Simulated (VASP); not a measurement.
Here is a VASP 6.6.1 calculation.

File INCAR:

```
SYSTEM = Ga
PREC = Accurate
ENCUT = 520
EDIFF = 1E-7
ISMEAR = -1
SIGMA = 0.05
LREAL = .False.
LASPH = .True.
NELM = 100
ALGO = Normal
ISIF = 2
LWAVE = .False.
LCHARG = .True.
GGA = PE
LELF = .True.
LVHAR = .True.
NBANDS = 12
```

File KPOINTS:

```
regular mesh
0
Gamma
  19 19 19
  0 0 0
```

The input POSCAR:

```
Ga
1.0
   -1.4265769884      1.4265769884      1.4265769884
    1.4265769884     -1.4265769884      1.4265769884
    1.4265769884      1.4265769884     -1.4265769884
Ga
1
Direct
    0.0000000000      0.0000000000      0.0000000000
```

Potentials or basis: VASP PAW PBE potentials, release 64 (Ga_d).

The run is started by

```console
$ cat potpaw_PBE.64/Ga_d/POTCAR > POTCAR
$ mpirun -np 1 vasp_std > vasp.out
```

Q: What does it give for the band gap on the k mesh?

A: Zero (an odd number of electrons rules out a gap without spin polarisation).

Q: Predict the pressure.

A: 82.2 GPa.

Caveat: the cell stands under pressure.
